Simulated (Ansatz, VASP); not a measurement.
**One calculation of BeC, two programs**

```
Be C
1.0
     2.90073    0.00000    0.00000
    -1.45036    2.51210    0.00000
     0.00000    0.00000    7.82061
Be C
4 4
Cartesian
  1.4504 0.8374 5.8655
  0.0000 0.0000 0.0000
  0.0000 1.6747 1.9552
  0.0000 0.0000 3.9103
  0.0000 1.6747 6.5724
  1.4504 0.8374 1.2482
  1.4504 0.8374 2.6621
  0.0000 1.6747 5.1585
```

Alike in both runs: task relaxation of cell and atoms; functional PBE; k mesh 12 × 12 × 6; occupations gaussian, width 0.1 eV; no spin polarisation.

|  | VASP | Ansatz |
| --- | --- | --- |
| version | VASP 6.6.1 | Ansatz 0.2.0 |
| potentials or method | VASP PAW PBE potentials, release 64 (Be, C), cutoff 600 eV | scalar-relativistic, plane waves, PAW |
| valence electrons in the cell | 24 | 24 |

|  | VASP | Ansatz | Ansatz less VASP |
| --- | --- | --- | --- |
| gap on the k mesh at the Fermi level, each at its own relaxed structure (eV) | none | none | - |
| relaxed volume (Å³/atom) | 7.12 | 7.12 | -0.001 |
| relaxed length of the cell vector where the two differ most in proportion (Å) | 2.899 | 2.899 | -0.0003 |

A gap of «none» marks a metal or a gap that the smearing closes.
